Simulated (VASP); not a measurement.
Wanted: the native input for a VASP 6.6.1 run.

- Task: single point
- Functional: PBE
- Potentials or basis: VASP PAW PBE potentials, release 64 (Pd)
- Cutoff: 520 eV
- k mesh: 14 × 14 × 14
- Occupations: gaussian, width 0.05 eV
- Spin: no spin polarisation
- Dipole correction: no
- Further INCAR settings: ALGO = Normal; EDIFF = 1e-07; NBANDS = 11

The structure of Pd lies in POSCAR:

```
Pd
1.0
    0.0000000000      1.9778724483      1.9778724483
    1.9778724483      0.0000000000      1.9778724483
    1.9778724483      1.9778724483      0.0000000000
Pd
1
Direct
    0.0000000000      0.0000000000      0.0000000000
```

One way to write it, as run:

INCAR

```
  PREC = Accurate
  ENCUT = 520
  EDIFF = 1E-7
  ISMEAR = 0
  SIGMA = 0.05
  LREAL = False
  LASPH = True
  NELM = 80
  ALGO = Normal
  ISIF = 2
  LWAVE = False
  LCHARG = False
  GGA = PE
  NBANDS = 11
```

KPOINTS

```
Automatic mesh
0
Gamma
  14 14 14
```

Potentials or basis: VASP PAW PBE potentials, release 64 (Pd).

Run with:

```bash
$ cat potpaw_PBE.64/Pd/POTCAR > POTCAR
$ mpirun -np 1 vasp_std > vasp.out
```

It gave:

* Pressure: -1.7 GPa
* Band gap on the k mesh: zero (bands 5 and 6 overlap by 1.47 eV)

It took 30 s on 1 thread of AMD EPYC 7R43 64-Core Processor (Zen 3), with other jobs on the host, peak memory 0.12 GiB.
